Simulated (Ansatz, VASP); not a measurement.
One calculation of HfC, two programs

INCAR

```
SYSTEM = HfC
PREC = Accurate
ENCUT = 520
EDIFF = 1E-6
ISMEAR = -1
SIGMA = 0.05
LREAL = .False.
LASPH = .True.
NELM = 60
ALGO = Normal
ISIF = 2
LWAVE = .False.
LCHARG = .False.
GGA = PE
NBANDS = 14
```

Contents of KPOINTS:

```
Automatic mesh
0
Gamma
  15 15 15
  0 0 0
```

File POSCAR:

```
HfC
1.0
    0.0000000000      2.3705998121      2.3705998121
    2.3705998121      0.0000000000      2.3705998121
    2.3705998121      2.3705998121      0.0000000000
Hf C
1 1
Direct
    0.5000000000      0.5000000000      0.5000000000
    0.0000000000      0.0000000000      0.0000000000
```

Input for Ansatz:

```yaml
crystal:
  lattice:
    - [0.0, 2.3705998121, 2.3705998121]
    - [2.3705998121, 0.0, 2.3705998121]
    - [2.3705998121, 2.3705998121, 0.0]
  atoms:
    - { symbol: Hf, position: [0.5, 0.5, 0.5] }
    - { symbol: C, position: [0.0, 0.0, 0.0] }
kpoints:
  mp_grid: { grid: [15, 15, 15] }
  band_path:
    path:
      - [0.0, 0.0, 0.0]
      - [0.5, 0.0, 0.5]
      - [0.625, 0.25, 0.625]
      - [0.375, 0.375, 0.75]
      - [0.0, 0.0, 0.0]
      - [0.5, 0.5, 0.5]
      - [0.5, 0.25, 0.75]
      - [0.5, 0.0, 0.5]
    npoints: 5
scf:
  occupations: { method: fermi_dirac, width: 0.05 }
hamiltonian:
  xc: pbe
  pseudopotentials: { kind: all_electron, lapw: { basis_error: 0.001 } }
output:
  forces: true
  stress: true
  eigenvalues: true
```

Change from the starting cell: volume scaled by 1.06.

Alike in both runs: task single point; functional PBE; k mesh 15 × 15 × 15; occupations fermi-dirac, width 0.05 eV; no spin polarisation.

```csv
,VASP,Ansatz
version,VASP 6.6.1,Ansatz 0.2.0
potentials or method,"VASP PAW PBE potentials, release 64 (Hf_pv, C), cutoff 520 eV","all-electron LAPW, scalar-relativistic"
```

Ansatz gave:

```
pressure (GPa) : -11.9
```

Problem. What did VASP give for the same quantities?

Solution. Pressure (GPa): -12.8.

Ansatz ran all-electron here, and VASP with PAW potentials.

Spin-orbit coupling is off throughout.
